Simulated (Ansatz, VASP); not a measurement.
One calculation of SrO, two programs

File INCAR:

```
PREC = Accurate
ENCUT = 600
EDIFF = 1E-7
ISMEAR = 0
SIGMA = 0.05
LREAL = False
LASPH = True
NELM = 60
ALGO = Normal
ISIF = 3
LWAVE = False
LCHARG = False
GGA = PS
IBRION = 2
NSW = 80
EDIFFG = -0.01
```

KPOINTS

```
regular mesh
0
Gamma
  12 12 10
```

File POSCAR:

```
SrO
1.0
    3.4129457732      0.0000000000      0.0000000000
   -1.7064728866      2.9556977414      0.0000000000
    0.0000000000      0.0000000000      3.3308659833
Sr O
1 1
Direct
    0.0000000000      0.0000000000      0.0000000000
    0.6666666667      0.3333333333      0.5000000000
```

Input for Ansatz:

```yaml
crystal:
  lattice:
    - [3.4129457732, 0.0, 0.0]
    - [-1.7064728866, 2.9556977414, 0.0]
    - [0.0, 0.0, 3.3308659833]
  atoms:
    - { symbol: Sr, position: [0.0, 0.0, 0.0] }
    - { symbol: O, position: [0.6666666667, 0.3333333333, 0.5] }
basis:
  ecutwfc: 420
  ecutrho_ratio: 4
kpoints:
  mp_grid: { grid: [12, 12, 10] }
hamiltonian:
  xc: pbesol
scf:
  occupations: { method: gaussian, width: 0.05 }
output:
  forces: true
  stress: true
  eigenvalues: true
relax:
  f_tol: 0.01
  max_steps: 60
  cell: { stress_tol: 0.04 }
```

Alike in both runs: task relaxation of cell and atoms; functional PBEsol; k mesh 12 × 12 × 10; occupations gaussian, width 0.05 eV; no spin polarisation.

|  | VASP | Ansatz |
| --- | --- | --- |
| version | VASP 6.6.1 | Ansatz 0.2.0 |
| potentials or method | VASP PAW PBE potentials, release 64 (Sr_sv, O), cutoff 600 eV | scalar-relativistic, plane waves, PAW |
| valence electrons in the cell | 16 | 16 |

VASP gave:

```
gap on the k mesh at the Fermi level, each at its own relaxed structure (eV) : 2.77
relaxed volume (Å³/atom)                                                     : 16.66
relaxed cell length with the largest relative difference (Å)                 : 3.486
```

Task: Estimate Ansatz's values.

Result: gap on the k mesh at the Fermi level, each at its own relaxed structure (eV): 2.81; relaxed volume (Å³/atom): 16.54; relaxed cell length with the largest relative difference (Å): 3.478.

VASP's potentials were made for PBE, not for PBEsol.
